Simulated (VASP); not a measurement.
## Mg: relaxation of cell and atoms with PBE

The system is Mg.

```
Mg
1.0
     3.20927    0.00000    0.00000
    -1.60464    2.77931    0.00000
     0.00000    0.00000    5.21033
Mg
2
Cartesian
  0.0000 1.8529 1.3026
  1.6046 0.9264 3.9077
```

| Item | Value |
| --- | --- |
| Program | VASP 6.6.1 |
| Task | relaxation of cell and atoms |
| Functional | PBE |
| Potentials or basis | VASP PAW PBE potentials, release 64 (Mg) |
| Cutoff | 600 eV |
| k mesh | 18 × 18 × 10 |
| Occupations | fermi-dirac, width 0.05 eV |
| Spin | no spin polarisation |
| Dipole correction | no |
| Further INCAR settings | ALGO = Normal; EDIFF = 1e-06; IBRION = 2; EDIFFG = -0.003; NSW = 100; ISIF = 3 |

* Relaxed volume: 22.86 Å³/atom
* Relaxed cell: a = 3.195 Å, b = 3.195 Å, c = 5.170 Å, α = 90.00°, β = 90.00°, γ = 120.00°
* Space group after relaxing (to 0.05 Å): P6_3/mmc (No. 194)
* Energy gained by relaxing: 0.7 meV/atom
* Ionic steps: 6
* Pressure after relaxing: 0.0 GPa
* Band gap on the k mesh: zero (band 2 reaches 3.65 eV, above the bottom of band 3 at 1.45 eV)

The path:
```csv
step,energy change (eV),largest force (eV/Å),pressure (GPa),volume (Å³)
1,0.0000,0.0000,-0.57,46.47
2,-0.0013,0.0000,-0.15,45.92
3,-0.0014,0.0000,0.00,45.73
4,-0.0014,0.0000,0.01,45.72
5,-0.0014,0.0000,0.01,45.72
6,-0.0014,0.0000,0.01,45.72
```

Final structure:
```xyz
2
Lattice="3.1955 0.0000 0.0000 -1.5977 2.7674 0.0000 0.0000 0.0000 5.1703" Properties=species:S:1:pos:R:3 pbc="T T T"
Mg    0.0000    1.8449    1.2926
Mg    1.5977    0.9225    3.8777
```

Levels at points of the mesh, in eV from the Fermi level:
| k point | band 1 | band 2 | band 3 | band 4 | band 5 | band 6 |
| --- | --- | --- | --- | --- | --- | --- |
| (0.00, 0.00, 0.00) | -6.94 | -1.66 | -1.20 | 10.94 | 10.94 | 11.05 |
| (0.50, 0.00, 0.00) | -2.15 | -2.14 | 2.68 | 3.04 | 3.32 | 3.73 |
| (0.00, 0.00, 0.50) | -5.54 | -5.54 | 5.11 | 5.11 | 11.69 | 11.69 |
| (0.50, 0.00, 0.50) | -1.10 | -1.10 | -0.44 | -0.44 | 8.05 | 8.06 |

Run time: 100 s on 1 thread of Intel Xeon 6975P-C (shared host), peak memory 0.24 GiB.
